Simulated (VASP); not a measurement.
# NiO in VASP: a series of runs, part 2 of 2

VASP 6.6.1.

## 3. Single point, PBE, collinear spin, ferromagnetic start

Input file INCAR:

```
PREC     = Accurate       # precision mode
ENCUT    = 520            # plane-wave cutoff, eV
EDIFF    = 1E-7           # SCF threshold, eV
ISMEAR   = 0              # smearing method
SIGMA    = 0.05           # smearing width, eV
LREAL    = F              # projectors in reciprocal space
LASPH    = T              # aspherical terms in the spheres
NELM     = 150            # most SCF steps
ALGO     = Normal         # electronic algorithm
ISIF     = 2              # what is computed and relaxed
LWAVE    = F              # write WAVECAR
LCHARG   = T              # write CHGCAR
ISPIN    = 2              # spin polarisation
MAGMOM   = 1.61 0         # initial moments
LORBIT   = 11             # projections on sites
LMAXMIX  = 4              # l up to which the mixer works
GGA      = PE             # functional
LELF     = T              # ELF
LVHAR    = T            
NBANDS   = 19             # bands
```

Input file KPOINTS:

```
Automatic mesh
0
Gamma
  14 14 14
```

Input file POSCAR:

```
NiO
1.0
    1.4909133174      0.8607792052      2.4344440826
   -1.4909133174      0.8607792052      2.4344440826
    0.0000000000     -1.7215584103      2.4344440826
Ni O
1 1
Direct
    1.0000000000      0.0000000000      0.0000000000
    0.5000000000      0.5000000000      0.5000000000
```

Potentials or basis: VASP PAW PBE potentials, release 64 (Ni, O).

Launch:

```sh
$ cat potpaw_PBE.64/Ni/POTCAR potpaw_PBE.64/O/POTCAR > POTCAR
$ mpirun -np 1 vasp_std > vasp.out
```

Run time: 2.1 min. Hardware: 1 thread of AMD EPYC 9R45 (Zen 5), shared host; peak memory 0.24 GiB.

It converged, with:

```yaml
Free_energy: -11.4797 eV
Pressure: -0.5 GPa
Net_moment: 1.77 μB per cell
Site_moments: Ni +1.46; O +0.27 μB
Valence_electrons_inside_the_program's_atomic_spheres: Ni 8.93; O 4.97
```

Levels at points of the mesh, in eV from the Fermi level:
Spin up:
```tsv
k point	band 5	band 6	band 7	band 8	band 9	band 10	band 11	band 12	band 13	band 14
(0.00, 0.00, 0.00)	-2.86	-2.86	-2.59	-2.59	-2.59	1.39	17.78	18.72	18.72	18.72
(0.50, 0.00, 0.00)	-1.94	-1.94	-1.42	0.23	0.23	5.55	9.70	13.84	13.84	20.94
(0.50, 0.50, 0.00)	-3.40	-2.78	-2.28	-1.64	-1.64	5.96	10.40	12.12	16.28	16.28
(0.50, 0.50, 0.50)	-1.94	-1.94	-1.42	0.23	0.23	5.55	9.70	13.83	13.83	20.93
```
Spin down:
| k point | band 4 | band 5 | band 6 | band 7 | band 8 | band 9 | band 10 | band 11 |
| --- | --- | --- | --- | --- | --- | --- | --- | --- |
| (0.00, 0.00, 0.00) | -2.35 | -1.77 | -1.77 | -1.77 | -0.53 | -0.53 | 1.74 | 17.71 |
| (0.50, 0.00, 0.00) | -4.59 | -0.92 | -0.92 | -0.56 | 2.18 | 2.18 | 5.72 | 10.23 |
| (0.50, 0.50, 0.00) | -3.66 | -2.69 | -0.74 | -0.74 | -0.13 | 0.36 | 6.42 | 10.75 |
| (0.50, 0.50, 0.50) | -4.59 | -0.92 | -0.92 | -0.56 | 2.18 | 2.18 | 5.72 | 10.23 |

Caveat: a cell with one magnetic atom can't hold antiferromagnetic order, which such compounds often take; semilocal functionals often make such compounds metallic where correlation or magnetic order opens a gap, which also shifts bond lengths. With open d or f shells a metallic result of PBE can be an artefact of self-interaction; +U or a hybrid may open a gap.

## 4. Single point, PBE, collinear spin, antiferromagnetic start (8.84 Å³/atom)

Input file INCAR:

```
SYSTEM = NiO
ALGO = Normal ; EDIFF = 1E-6
ENCUT = 520 ; GGA = PE
ISIF = 2 ; ISMEAR = 0
ISPIN = 2 ; LASPH = .True.
LCHARG = .False. ; LMAXMIX = 4
LORBIT = 11 ; LREAL = .False.
LWAVE = .False. ; MAGMOM = 1.5 -1.5 0 0
NBANDS = 28 ; NELM = 150
PREC = Accurate ; SIGMA = 0.05
```

Input file KPOINTS:

```
k-points
0
Gamma
  10 10 10
  0 0 0
```

Input file POSCAR:

```
NiO
1.0
    0.0000000000      1.6924341607      4.7522274573
   -1.4656909774     -0.8462170803      4.7522274573
    1.4656909774     -0.8462170803      4.7522274573
Ni O
2 2
Direct
    0.5000000000     -0.5000000000      0.5000000000
    1.0000000000      0.0000000000      1.0000000000
    0.2500044996      0.2500044996      0.2500044996
    0.7499955004      0.7499955004      0.7499955004
```

Potentials or basis: VASP PAW PBE potentials, release 64 (Ni, O).

Launch:

```sh
$ cat potpaw_PBE.64/Ni/POTCAR potpaw_PBE.64/O/POTCAR > POTCAR
$ mpirun -np 1 vasp_std > vasp.out
```

OUTCAR:

```text
SYSTEM = NiO
   EDIFF = 1E-6
   ENCUT = 520
   GGA = PE
   ISIF = 2
   ISMEAR = 0
   ISPIN = 2
   LASPH = .True.
   LORBIT = 11
   LREAL = .False.
   NELM = 150
   PREC = Accurate

 ion  position               nearest neighbor table
   1  0.500  0.500  0.500-   3 2.07   4 2.07   3 2.07   4 2.07   4 2.07   3 2.07   2 2.92   2 2.92
                             2 2.92   2 2.92   2 2.92   2 2.92
   2  0.000  0.000  0.000-   4 2.07   3 2.07   4 2.07   3 2.07   3 2.07   4 2.07   1 2.92   1 2.92
                             1 2.92   1 2.92   1 2.92   1 2.92
   3  0.250  0.250  0.250-   2 2.07   2 2.07   2 2.07   1 2.07   1 2.07   1 2.07
   4  0.750  0.750  0.750-   2 2.07   2 2.07   2 2.07   1 2.07   1 2.07   1 2.07

  LATTYP: Found a trigonal (rhomboedric) cell.
 ALAT       =     5.0446009945
 COS(alpha) =     0.8311655054

  Lattice vectors:

 A1 = (   0.0000000000,   1.6924341607,   4.7522274573)
 A2 = (  -1.4656909774,  -0.8462170803,   4.7522274573)
 A3 = (   1.4656909774,  -0.8462170803,   4.7522274573)

Analysis of symmetry for initial positions (statically):
[... 1728 lines left out ...]
  --------------------------------------------------------------------------------------
  -------------------------------------------------------------------------------------
  Total        1.8772503      1.8772503      1.8628777     -0.0000000      0.0000000     -0.0000000
  in kB       85.0472135     85.0472135     84.3960766     -0.0000000      0.0000000     -0.0000000
  external PRESSURE =      84.8301679 kB  Pullay stress =       0.0000000 kB

 VOLUME and BASIS-vectors are now :
 -----------------------------------------------------------------------------
  energy-cutoff  :      520.00
  volume of cell :       35.36
      direct lattice vectors                 reciprocal lattice vectors
     0.000000000  1.692434161  4.752227457     0.000000000  0.393909957  0.070142546
    -1.465690977 -0.846217080  4.752227457    -0.341136029 -0.196954978  0.070142546
     1.465690977 -0.846217080  4.752227457     0.341136029 -0.196954978  0.070142546

 POSITION                                       TOTAL-FORCE (eV/Angst)
 -----------------------------------------------------------------------------------
      0.00000      0.00000      7.12834        -0.000000     -0.000000      0.000000
      0.00000      0.00000      0.00000         0.000000     -0.000000      0.000000
      0.00000      0.00000      3.56423         0.000000      0.000000     -0.000000
      0.00000      0.00000     10.69245         0.000000     -0.000000      0.000000
 -----------------------------------------------------------------------------------
    total drift:                               -0.000000      0.000000     -0.000000

  FREE ENERGIE OF THE ION-ELECTRON SYSTEM (eV)
  ---------------------------------------------------
  free  energy   TOTEN  =       -23.4479266351 eV

  energy  without entropy=      -23.4479266351  energy(sigma->0) =      -23.44792664

 total charge

# of ion       s       p       d       tot
------------------------------------------
    1        0.339   0.426   8.287   9.052
    2        0.339   0.426   8.287   9.052
    3        1.562   3.426   0.000   4.988
    4        1.562   3.426   0.000   4.988
--------------------------------------------------
tot          3.803   7.704  16.575  28.082

 magnetization (x)

# of ion       s       p       d       tot
------------------------------------------
    1       -0.010  -0.014   1.350   1.326
    2        0.010   0.014  -1.350  -1.326
    3        0.000   0.000   0.000   0.000
    4        0.000   0.000   0.000   0.000
--------------------------------------------------
tot          0.000   0.000   0.000   0.000
```

stdout:

```text
POSCAR found type information on POSCAR NiO
 POSCAR found :  2 types and       4 ions
 scaLAPACK will be used
 LDA part: xc-table for (Slater+PW92), standard interpolation
 POSCAR, INCAR and KPOINTS ok, starting setup
 FFT: planning ... GRIDC
 FFT: planning ... GRID_SOFT
 FFT: planning ... GRID
 WAVECAR not read
 entering main loop
```

Run time: 5.5 min. Hardware: 1 thread of AMD EPYC 9R45 (Zen 5), shared host; peak memory 0.36 GiB.

What came out:

```
Free energy                                           : -23.4479 eV
Pressure                                              : 8.5 GPa
Band gap on the k mesh                                : 0.93 eV
Net moment                                            : 0.00 μB per cell
Site moments                                          : Ni +1.33, -1.33; O +0.00 μB
Valence electrons inside the program's atomic spheres : Ni 9.05; O 4.99
```

Caveat: the cell stands under pressure. A k mesh can miss the band edges.
